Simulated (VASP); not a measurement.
Input of a VASP 6.6.1 run:

INCAR

```
SYSTEM = BaTiO3
PREC = Accurate
ENCUT = 520
EDIFF = 1E-7
ISMEAR = 0
SIGMA = 0.02
LREAL = .FALSE.
LASPH = .TRUE.
NELM = 150
ALGO = Normal
ISIF = 2
LWAVE = .FALSE.
LCHARG = .TRUE.
LMAXMIX = 4
LDAU = .TRUE.
LDAUTYPE = 2
LDAUL = -1 2 -1
LDAUU = 0 4 0
LDAUJ = 0 0 0
LDAUPRINT = 1
GGA = PE
LELF = .TRUE.
LVHAR = .TRUE.
NBANDS = 28
```

Contents of KPOINTS:

```
Automatic mesh
0
G
  6 6 6
  0 0 0
```

Contents of POSCAR:

```
BaTiO3
1.0
    2.9034328072      1.6762977128      2.3814040514
   -2.9034328072      1.6762977128      2.3814040514
    0.0000000000     -3.2730832413      2.3254345100
Ba Ti O
1 1 3
Direct
    0.0011724682      0.0011724682      0.0011724682
    0.5112785989      0.5112785989      0.5112785989
    0.4887886432      0.9810726465      0.4887886432
    0.4887886432      0.4887886432      0.9810726465
    0.9810726465      0.4887886432      0.4887886432
```

Potentials or basis: VASP PAW PBE potentials, release 64 (Ba_sv, Ti_sv, O).

Launch:

```bash
$ cat potpaw_PBE.64/Ba_sv/POTCAR potpaw_PBE.64/Ti_sv/POTCAR potpaw_PBE.64/O/POTCAR > POTCAR
$ mpirun -np 1 vasp_std > vasp.out
```

(1) What does it give for the largest force?

(2) Predict the pressure.

(3) Estimate the band gap on the k mesh.

## Answers

(1) 0.493 eV/Å.

(2) 0.2 GPa.

(3) 2.53 eV (least direct gap 2.96 eV).

Caveat: the cell differs from its parent crystal (biaxial strain in the a-b plane: +1.5 %); spin-orbit coupling is left out, which moves the levels of the heavy elements.
